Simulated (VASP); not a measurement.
Set up this calculation in VASP 6.6.1, as the native input.

```yaml
Task: single point
Functional: PBE
Potentials_or_basis: VASP PAW PBE potentials, release 64 (Be)
Cutoff: 520 eV
k_mesh: 17 × 17 × 17
Occupations: fermi-dirac, width 0.1 eV
Spin: non-collinear spin, zero start, spin-orbit coupling
Starting_moments: "[[0.0, 0.0, 0.0]] μB"
Dipole_correction: no
Further_INCAR_settings: ALGO = Normal; EDIFF = 1e-07; NBANDS = 13
```

The structure of Be lies in POSCAR:

```
Be
1.0
   -1.2507363485      1.2507363485      1.2507363485
    1.2507363485     -1.2507363485      1.2507363485
    1.2507363485      1.2507363485     -1.2507363485
Be
1
Direct
    0.0000000000      0.0000000000      0.0000000000
```

One way to write it, as run:

INCAR

```
ALGO = Normal ; EDIFF = 1E-7
ENCUT = 520 ; GGA = PE
GGA_COMPAT = False ; ISIF = 2
ISMEAR = -1 ; LASPH = True
LCHARG = True ; LNONCOLLINEAR = True
LORBIT = 11 ; LORBMOM = True
LREAL = False ; LSORBIT = True
LVHAR = True ; LWAVE = False
MAGMOM = 0 0 0 ; NBANDS = 13
NELM = 150 ; PREC = Accurate
SIGMA = 0.1
```

KPOINTS

```
k-points
0
Gamma
  17 17 17
```

Potentials or basis: VASP PAW PBE potentials, release 64 (Be).

The run is started by

```sh
$ cat potpaw_PBE.64/Be/POTCAR > POTCAR
$ mpirun -np 1 vasp_ncl > vasp.out
```

Results of the run:

```
Pressure                                              : 0.1 GPa
Net moment                                            : 0.00 μB per cell
Valence electrons inside the program's atomic spheres : Be 1.17
```

Run time: 10 s on 1 thread of Intel(R) Xeon(R) Platinum 8488C (Sapphire Rapids), on a shared host, peak memory 0.14 GiB.
